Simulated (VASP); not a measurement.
# CuAu (P4/mmm) in VASP: a series of runs

The runs below take CuAu through single point, with LDA, PBE.

Program: VASP 6.6.1. These are calculated values, not measurements. Logs are shortened: lines on timing, memory, paths and dates and some standing lists are left out, and cuts for length are marked.

### 1 The cell of the first run

It takes space group P4/mmm (No. 123, tetragonal). Conventional cell: a = 2.829 Å, b = 2.829 Å, c = 3.709 Å, α = 90.00°, β = 90.00°, γ = 90.00°. Within 3.6 Å of Au (site symmetry 4/mmm) lie 8 Cu at 2.73 Å and 4 Au at 2.83 Å. Cu (site symmetry 4/mmm) has 8 Au at 2.73 Å and 4 Cu at 2.83 Å within 3.6 Å.

### 2 Single point, LDA

The input, INCAR:

```
PREC     = Accurate       # precision mode
ENCUT    = 520            # plane-wave cutoff, eV
EDIFF    = 1E-7           # SCF threshold, eV
ISMEAR   = -1             # smearing method
SIGMA    = 0.05           # smearing width, eV
LREAL    = False          # projectors in reciprocal space
LASPH    = True           # aspherical terms in the spheres
NELM     = 60             # most SCF steps
ALGO     = Normal         # electronic algorithm
ISIF     = 2              # what is computed and relaxed
LWAVE    = False          # write WAVECAR
LCHARG   = False          # write CHGCAR
NBANDS   = 18             # bands
```

The input, KPOINTS:

```
Automatic mesh
0
Gamma
  9 9 7
```

The input, POSCAR:

```
CuAu
1.0
    2.8293642325      0.0000000000      0.0000000000
    0.0000000000      2.8293642325      0.0000000000
    0.0000000000      0.0000000000      3.7094046847
Au Cu
1 1
Direct
    0.0000000000      0.0000000000      0.0000000000
    0.5000000000      0.5000000000      0.5000000000
```

Potentials or basis: VASP PAW LDA potentials, release 64 (Au, Cu).

Command:

```console
$ cat potpaw_LDA.64/Au/POTCAR potpaw_LDA.64/Cu/POTCAR > POTCAR
$ mpirun -np 1 vasp_std > vasp.out
```

OUTCAR:

```text
PREC = Accurate
   ENCUT = 520
   EDIFF = 1E-7
   ISMEAR = -1
   LREAL = False
   LASPH = True
   NELM = 60
   ISIF = 2

 ion  position               nearest neighbor table
   1  0.000  0.000  0.000-   2 2.73   2 2.73   2 2.73   2 2.73   2 2.73   2 2.73   2 2.73   2 2.73

   2  0.500  0.500  0.500-   1 2.73   1 2.73   1 2.73   1 2.73   1 2.73   1 2.73   1 2.73   1 2.73

  LATTYP: Found a simple tetragonal cell.
 ALAT       =     2.8293642325
 C/A-ratio  =     1.3110382333

  Lattice vectors:

 A1 = (   2.8293642325,   0.0000000000,   0.0000000000)
 A2 = (   0.0000000000,   2.8293642325,   0.0000000000)
 A3 = (   0.0000000000,   0.0000000000,   3.7094046847)

Analysis of symmetry for initial positions (statically):
=====================================================================
 Subroutine PRICEL returns:
 Original cell was already a primitive cell.

 Routine SETGRP: Setting up the symmetry group for a
 simple tetragonal supercell.

 Subroutine GETGRP returns: Found 16 space group operations
 (whereof 16 operations were pure point group operations)
 out of a pool of 16 trial point group operations.

The static configuration has the point symmetry D_4h.

Analysis of symmetry for dynamics (positions and initial velocities):
=====================================================================
 Subroutine PRICEL returns:
 Original cell was already a primitive cell.

 Routine SETGRP: Setting up the symmetry group for a
 simple tetragonal supercell.

 Subroutine GETGRP returns: Found 16 space group operations
 (whereof 16 operations were pure point group operations)
 out of a pool of 16 trial point group operations.

The dynamic configuration has the point symmetry D_4h.

 Subroutine INISYM returns: Found 16 space group operations
 (whereof 16 operations are pure point group operations),
 and found     1 'primitive' translations

----------------------------------------------------------------------------------------

                                     Primitive cell

  volume of cell :      29.6949

  direct lattice vectors                    reciprocal lattice vectors
     2.829364233  0.000000000  0.000000000     0.353436291  0.000000000  0.000000000
     0.000000000  2.829364233  0.000000000     0.000000000  0.353436291  0.000000000
     0.000000000  0.000000000  3.709404685     0.000000000  0.000000000  0.269585037

  length of vectors
[... 72 lines left out ...]
 SYSTEM =  unknown system
   PREC   = accura    normal or accurate (medium, high low for compatibility)
   ISTART =      0    job   : 0-new  1-cont  2-samecut
   ICHARG =      2    charge: 1-file 2-atom 10-const
   ISPIN  =      1    spin polarized calculation?
   LNONCOLLINEAR =      F non collinear calculations
   LSORBIT =      F    spin-orbit coupling
   LASPH  =      T    aspherical Exc in radial PAW
   ENCUT  =  520.0 eV  38.22 Ry    6.18 a.u.   5.26  5.26  6.90*2*pi/ulx,y,z
   NELM   =     60;   NELMIN=  2; NELMDL= -5     # of ELM steps
   EDIFF  = 0.1E-06   stopping-criterion for ELM
   LREAL  =      F    real-space projection
   EDIFFG = 0.1E-05   stopping-criterion for IOM
   NSW    =      0    number of steps for IOM
   IBRION =     -1    ionic relax: 0-MD 1-quasi-New 2-CG
   NFREE  =      0    steps in history (QN), initial steepest desc. (CG)
   ISIF   =      2    stress and relaxation
   ISYM   =      2    0-nonsym 1-usesym 2-fastsym
   POTIM  = 0.5000    time-step for ionic-motion
   TEBEG  =    0.0;   TEEND  =   0.0 temperature during run
   PSTRESS=    0.0 pullay stress
   NELECT =      22.0000    total number of electrons
   NUPDOWN=      -1.0000    fix difference up-down
   EMIN   =  10.00;   EMAX   =-10.00  energy-range for DOS
   EFERMI =   0.00;   METHOD = LEGACY
   ISMEAR =    -1;   SIGMA  =   0.05  broadening in eV -4-tet -1-fermi 0-gaus
   EFERMI_NEDOS =   21; number of points for ismear=-14 and -15
   IALGO  =     38    algorithm
   IMIX   =      4    mixing-type and parameters
     AMIX     =   0.40;   BMIX     =  1.00
     AMIX_MAG =   1.60;   BMIX_MAG =  1.00
  volume/ion in A,a.u.               =      14.85       100.20
  Fermi-wavevector in a.u.,A,eV,Ry     =   1.481341  2.799329 29.856237  2.194372
  Thomas-Fermi vector in A             =   2.595263
   LORBIT       =      0    0 simple, 1 ext, 2 COOP (PROOUT), +10 PAW based schemes
   GGA     = CA    functional components
   LHFCALC =     F    Hartree Fock is set to
   AEXX    =    0.0000 exact exchange contribution
   IVDW    =     0    specifies the selected vdW correction
   LEPSILON=     F    determine dielectric tensor
   LRPA    =     F    only Hartree local field effects (RPA)
 non-spin polarized calculation
  energy-cutoff  :      520.00
  volume of cell :       29.69
 maximum number of plane-waves:       821
 NGX is ok and might be reduce to    24
   NGX = 11   NGY = 11   NGZ = 13

 number of electron      22.0000011 magnetization

 Free energy of the ion-electron system (eV)
  ---------------------------------------------------
  ext. energy  EPLUGINS =         0.00000000
  ---------------------------------------------------
  free energy    TOTEN  =        -9.20537807 eV

  energy without entropy =       -9.20136865  energy(sigma->0) =       -9.20337336

 E-fermi :   8.1722     XC(G=0): -12.8586

 val. band max:        8.1036510920   @ k =   0.1111   0.1111   0.2857
 cond. band min:       8.1962491395   @ k =   0.3333   0.1111   0.4286
 fundamental gap:      0.0925980476
 Fermi energy:         8.1721723893

 k-point     1 :       0.0000    0.0000    0.0000
  band No.  band energies     occupation
      1      -1.3928      2.00000
      2       1.7509      2.00000
      3       1.9190      2.00000
      4       4.2198      2.00000
      5       4.2198      2.00000
      6       5.2610      2.00000
[... 481 lines left out ...]
      5       4.2345      2.00000
      6       4.8058      2.00000
[... 10 lines left out ...]
     17      22.9490      0.00000
     18      23.8035      0.00000

 [... further k-points ...]
[... 5 lines left out ...]
  --------------------------------------------------------------------------------------
  -------------------------------------------------------------------------------------
  Total       -2.0847412     -2.0847412     -2.0914544      0.0000000     -0.0000000      0.0000000
  in kB     -112.4814239   -112.4814239   -112.8436283      0.0000000     -0.0000000      0.0000000
  external PRESSURE =    -112.6021587 kB  Pullay stress =       0.0000000 kB

 VOLUME and BASIS-vectors are now :
 -----------------------------------------------------------------------------
  energy-cutoff  :      520.00
  volume of cell :       29.69
      direct lattice vectors                 reciprocal lattice vectors
     2.829364233  0.000000000  0.000000000     0.353436291  0.000000000  0.000000000
     0.000000000  2.829364233  0.000000000     0.000000000  0.353436291  0.000000000
     0.000000000  0.000000000  3.709404685     0.000000000  0.000000000  0.269585037

 POSITION                                       TOTAL-FORCE (eV/Angst)
 -----------------------------------------------------------------------------------
      0.00000      0.00000      0.00000         0.000000      0.000000      0.000000
      1.41468      1.41468      1.85470         0.000000      0.000000      0.000000
 -----------------------------------------------------------------------------------
    total drift:                                0.000000      0.000000     -0.000000

  FREE ENERGIE OF THE ION-ELECTRON SYSTEM (eV)
  ---------------------------------------------------
  free  energy   TOTEN  =        -9.2053780712 eV

  energy  without entropy=       -9.2013686548  energy(sigma->0) =       -9.20337336
```

OSZICAR:

```text
N       E                     dE             d eps       ncg     rms          rms(c)
DAV:   1     0.129499878908E+03    0.12950E+03   -0.10974E+04  2290   0.175E+03
DAV:   2    -0.466912159547E+01   -0.13417E+03   -0.12603E+03  2194   0.299E+02
DAV:   3    -0.102361035284E+02   -0.55670E+01   -0.53462E+01  2544   0.703E+01
DAV:   4    -0.103200802367E+02   -0.83977E-01   -0.83908E-01  2780   0.725E+00
DAV:   5    -0.103219999627E+02   -0.19197E-02   -0.19196E-02  2788   0.110E+00    0.114E+01
DAV:   6    -0.971197005564E+01    0.61003E+00   -0.81631E+00  2370   0.777E+01    0.555E+00
DAV:   7    -0.927181907820E+01    0.44015E+00   -0.29579E+00  2666   0.809E+01    0.545E+00
DAV:   8    -0.921333765982E+01    0.58481E-01   -0.22636E-01  3144   0.114E+01    0.263E+00
DAV:   9    -0.920571336907E+01    0.76243E-02   -0.12448E-02  3332   0.195E+00    0.142E-01
DAV:  10    -0.920539556272E+01    0.31781E-03   -0.21382E-03  2860   0.959E-01    0.600E-02
DAV:  11    -0.920537988054E+01    0.15682E-04   -0.81479E-05  3312   0.160E-01    0.306E-02
DAV:  12    -0.920537822073E+01    0.16598E-05   -0.62887E-06  3302   0.725E-02    0.415E-03
DAV:  13    -0.920537808128E+01    0.13946E-06   -0.62612E-07  3018   0.118E-02    0.120E-03
DAV:  14    -0.920537807117E+01    0.10104E-07   -0.28544E-08  1234   0.468E-03
   1 F= -.92053781E+01 E0= -.92033734E+01  d E =-.400942E-02
```

stdout:

```text
POSCAR found type information on POSCAR AuCu
 POSCAR found :  2 types and       2 ions
 scaLAPACK will be used
 LDA part: xc-table for (Slater(with rela. corr.)+CA(PZ))
 , standard interpolation
 POSCAR, INCAR and KPOINTS ok, starting setup
 FFT: planning ... GRIDC
 FFT: planning ... GRID_SOFT
 FFT: planning ... GRID
 WAVECAR not read
 entering main loop
```

Run time: 30 s. Hardware: 1 thread of AMD EPYC 7R43 (Zen 3), shared host; peak memory 0.12 GiB.

What came out:

- Free energy: -9.2054 eV
- Pressure: -11.3 GPa
- Band gap on the k mesh: zero (band 11 reaches 11.60 eV, above the bottom of band 12 at 6.25 eV)

Caveat: spin-orbit coupling is left out, which moves the levels of the heavy elements.

### 3 Single point, PBE

The input, INCAR:

```
SYSTEM = CuAu
PREC = Accurate ; ENCUT = 520
EDIFF = 1E-6 ; ISMEAR = -1
SIGMA = 0.05 ; LREAL = .FALSE.
LASPH = .TRUE. ; NELM = 80
ALGO = Normal ; ISIF = 2
LWAVE = .FALSE. ; LCHARG = .FALSE.
GGA = PE ; NBANDS = 18
```

The input, KPOINTS:

```
Automatic mesh
0
G
  9 9 7
  0 0 0
```

POSCAR is that of step 2.

Potentials or basis: VASP PAW PBE potentials, release 64 (Au, Cu).

Command:

```console
$ cat potpaw_PBE.64/Au/POTCAR potpaw_PBE.64/Cu/POTCAR > POTCAR
$ mpirun -np 1 vasp_std > vasp.out
```

It took 30 s on 1 thread of AMD EPYC 7R43 (Zen 3), shared host; peak memory 0.13 GiB.

The run converged. Its results:

| Property | Result |
| --- | --- |
| Free energy | -7.0773 eV |
| Pressure | 1.3 GPa |
| Band gap on the k mesh | zero (band 11 reaches 11.84 eV, above the bottom of band 12 at 6.52 eV) |

Stress tensor (GPa, compression positive):
```
1.44 0.00 0.00
0.00 1.44 0.00
0.00 0.00 1.13
```

Levels at points of the mesh, in eV from the Fermi level:
| k point | band 8 | band 9 | band 10 | band 11 | band 12 | band 13 | band 14 | band 15 |
| --- | --- | --- | --- | --- | --- | --- | --- | --- |
| (0.00, 0.00, 0.00) | -2.07 | -1.64 | -1.43 | -1.43 | 2.16 | 7.88 | 9.98 | 9.98 |

Caveat: spin-orbit coupling is left out, which moves the levels of the heavy elements.

### 4 Single point, LDA

This run uses another cell than the first one, of 15.14 Å³/atom, 1.020 times its volume.

The input, INCAR:

```
  PREC = Accurate
  ENCUT = 520
  EDIFF = 1E-7
  ISMEAR = -1
  SIGMA = 0.05
  LREAL = False
  LASPH = True
  NELM = 80
  ALGO = Fast
  ISIF = 2
  LWAVE = False
  LCHARG = True
  LELF = True
  LVHAR = True
  NBANDS = 18
```

The input, KPOINTS:

```
Automatic mesh
0
Gamma
  9 9 7
```

The input, POSCAR:

```
CuAu
1.0
    2.8477372423      0.0000000000      0.0000000000
    0.0000000000      2.8477372423      0.0000000000
    0.0000000000      0.0000000000      3.7334924031
Au Cu
1 1
Direct
    0.0000000000      0.0000000000      0.0000000000
    0.5000000000      0.5000000000      0.5000000000
```

Potentials or basis: VASP PAW LDA potentials, release 64 (Au, Cu).

Command:

```console
$ cat potpaw_LDA.64/Au/POTCAR potpaw_LDA.64/Cu/POTCAR > POTCAR
$ mpirun -np 1 vasp_std > vasp.out
```

Run time: 51 s. Hardware: 1 thread of AMD EPYC 7R43 (Zen 3), shared host; peak memory 0.12 GiB.

Results (log left out):

```yaml
Free_energy: -9.1606 eV
Pressure: -13.5 GPa
Band_gap_on_the_k_mesh: zero (band 11 reaches 11.26 eV, above the bottom of band 12 at 6.01 eV)
```

Stress tensor (GPa, compression positive):
```
-13.56   0.00   0.00
  0.00 -13.56   0.00
  0.00   0.00 -13.32
```

Levels at points of the mesh, in eV from the Fermi level:
| k point | band 8 | band 9 | band 10 | band 11 | band 12 | band 13 | band 14 | band 15 |
| --- | --- | --- | --- | --- | --- | --- | --- | --- |
| (0.00, 0.00, 0.00) | -2.05 | -1.63 | -1.43 | -1.43 | 2.16 | 7.68 | 9.83 | 9.83 |

Caveat: spin-orbit coupling is left out, which moves the levels of the heavy elements.

### 5 Single point, PBE

This run uses another cell than the first one, of 15.14 Å³/atom, 1.020 times its volume.

The input, INCAR:

```
SYSTEM = CuAu
PREC = Accurate ; ENCUT = 520
EDIFF = 1E-6 ; ISMEAR = -1
SIGMA = 0.05 ; LREAL = .FALSE.
LASPH = .TRUE. ; NELM = 80
ALGO = Normal ; ISIF = 2
LWAVE = .FALSE. ; LCHARG = .TRUE.
GGA = PE ; LELF = .TRUE.
LVHAR = .TRUE. ; NBANDS = 18
```

The input, KPOINTS:

```
Automatic mesh
0
G
  9 9 7
  0 0 0
```

POSCAR is that of step 4.

Potentials or basis: VASP PAW PBE potentials, release 64 (Au, Cu).

Command:

```console
$ cat potpaw_PBE.64/Au/POTCAR potpaw_PBE.64/Cu/POTCAR > POTCAR
$ mpirun -np 1 vasp_std > vasp.out
```

Run time: 31 s. Hardware: 1 thread of AMD EPYC 7R43 (Zen 3), shared host; peak memory 0.13 GiB.

Results (log left out):

| Item | Value |
| --- | --- |
| Free energy | -7.0777 eV |
| Pressure | -1.4 GPa |
| Band gap on the k mesh | zero (band 11 reaches 11.51 eV, above the bottom of band 12 at 6.28 eV) |

Levels at points of the mesh, in eV from the Fermi level:
```tsv
k point	band 9	band 10	band 11	band 12	band 13	band 14
(0.00, 0.00, 0.00)	-1.62	-1.42	-1.42	2.18	7.70	9.90
```

Caveat: spin-orbit coupling is left out, which moves the levels of the heavy elements.

### 6 Single point, PBE

This run uses another cell than the first one, of 14.56 Å³/atom, 0.980 times its volume.

The input, INCAR:

```
  PREC = Accurate
  ENCUT = 520
  EDIFF = 1E-6
  ISMEAR = -1
  SIGMA = 0.05
  LREAL = False
  LASPH = True
  NELM = 80
  ALGO = Normal
  ISIF = 2
  LWAVE = False
  LCHARG = True
  GGA = PE
  LELF = True
  LVHAR = True
  NBANDS = 18
```

The input, KPOINTS:

```
regular mesh
0
Gamma
  9 9 7
```

The input, POSCAR:

```
CuAu
1.0
    2.8107494552      0.0000000000      0.0000000000
    0.0000000000      2.8107494552      0.0000000000
    0.0000000000      0.0000000000      3.6850000000
Au Cu
1 1
Direct
    0.0000000000      0.0000000000      0.0000000000
    0.5000000000      0.5000000000      0.5000000000
```

Potentials or basis: VASP PAW PBE potentials, release 64 (Au, Cu).

Command:

```console
$ cat potpaw_PBE.64/Au/POTCAR potpaw_PBE.64/Cu/POTCAR > POTCAR
$ mpirun -np 1 vasp_std > vasp.out
```

Wall time 36 s (1 thread of AMD EPYC 7R43 (Zen 3), shared host); peak memory 0.13 GiB.

The run converged. Its results:

* Free energy: -7.0663 eV
* Pressure: 4.4 GPa
* Band gap on the k mesh: zero (band 11 reaches 12.19 eV, above the bottom of band 12 at 6.77 eV)

Stress tensor (GPa, compression positive):
```
4.64 0.00 0.00
0.00 4.64 0.00
0.00 0.00 4.05
```

Levels at points of the mesh, in eV from the Fermi level:
| k point | band 9 | band 10 | band 11 | band 12 | band 13 | band 14 |
| --- | --- | --- | --- | --- | --- | --- |
| (0.00, 0.00, 0.00) | -1.66 | -1.44 | -1.44 | 2.14 | 8.06 | 10.06 |

Caveat: spin-orbit coupling is left out, which moves the levels of the heavy elements.

### 7 Summary

| level | potentials or basis | cell | gap on the mesh (eV) | pressure (GPa) |
| --- | --- | --- | --- | --- |
| LDA | VASP PAW LDA potentials, release 64 (Au, Cu) | a = 2.829, b = 2.829, c = 3.709 Å, 2 atoms | none | -11.3 |
| PBE | VASP PAW PBE potentials, release 64 (Au, Cu) | a = 2.829, b = 2.829, c = 3.709 Å, 2 atoms | none | 1.3 |
| LDA | VASP PAW LDA potentials, release 64 (Au, Cu) | a = 2.848, b = 2.848, c = 3.733 Å, 2 atoms | none | -13.5 |
| PBE | VASP PAW PBE potentials, release 64 (Au, Cu) | a = 2.848, b = 2.848, c = 3.733 Å, 2 atoms | none | -1.4 |
| PBE | VASP PAW PBE potentials, release 64 (Au, Cu) | a = 2.811, b = 2.811, c = 3.685 Å, 2 atoms | none | 4.4 |

Alike in all rows: task single point; no spin polarisation; k mesh 9 × 9 × 7; cutoff (eV) 520; smearing fermi-dirac 0.05 eV.

Caveats: spin-orbit coupling is left out, which moves the levels of the heavy elements.

Absolute energies hang on the potentials; compare differences alone.
